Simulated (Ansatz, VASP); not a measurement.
## Cu: VASP beside Ansatz

Contents of INCAR:

```
PREC = Accurate ; ENCUT = 820
EDIFF = 1E-6 ; ISMEAR = 0
SIGMA = 0.1 ; LREAL = False
LASPH = True ; NELM = 120
ALGO = Normal ; ISIF = 2
LWAVE = False ; LCHARG = True
GGA = PE ; LELF = True
LVHAR = True ; NBANDS = 36
GGA_COMPAT = False
```

KPOINTS

```
regular mesh
0
Gamma
  12 12 16
```

POSCAR

```
Cu
1.0
    4.0906619337      0.0000000000      0.0000000000
   -2.0453309669      3.5426171529      0.0000000000
    0.0000000000      0.0000000000      2.6830285810
Cu
3
Direct
    0.0000000000      0.0000000000      0.0000000000
    0.3333333333      0.6666666667      0.5000000000
    0.6666666667      0.3333333333      0.5000000000
```

Input for Ansatz:

```yaml
crystal:
  lattice:
    - [4.0906619337, 0.0, 0.0]
    - [-2.0453309669, 3.5426171529, 0.0]
    - [0.0, 0.0, 2.683028581]
  atoms:
    - { symbol: Cu, position: [0.0, 0.0, 0.0] }
    - { symbol: Cu, position: [0.3333333333, 0.6666666667, 0.5] }
    - { symbol: Cu, position: [0.6666666667, 0.3333333333, 0.5] }
basis:
  ecutwfc: 420
kpoints:
  mp_grid: { grid: [12, 12, 16] }
hamiltonian:
  xc: pbe
scf:
  occupations: { method: gaussian, width: 0.1 }
output:
  forces: true
  stress: true
  eigenvalues: true
```

Alike in both runs: task single point; functional PBE; k mesh 12 × 12 × 16; occupations gaussian, width 0.1 eV; no spin polarisation.

|  | VASP | Ansatz |
| --- | --- | --- |
| version | VASP 6.6.1 | Ansatz 0.2.0 |
| potentials or method | VASP PAW PBE potentials, release 64 (Cu_sv_GW), cutoff 820 eV | scalar-relativistic, plane waves, PAW |
| valence electrons in the cell | 57 | 57 |

```tsv
	VASP	Ansatz	Ansatz less VASP
gap on the k mesh at the Fermi level (eV)	none	none	-
pressure (GPa)	-7.2	-5.7	+1.45
traceless stress, the component that is largest in VASP (GPa)	-7.73	-7.70	+0.020
```

A gap of «none» marks a metal or a gap that the smearing closes. With one functional, cell and mesh, what is left measures potentials, basis and numerics.
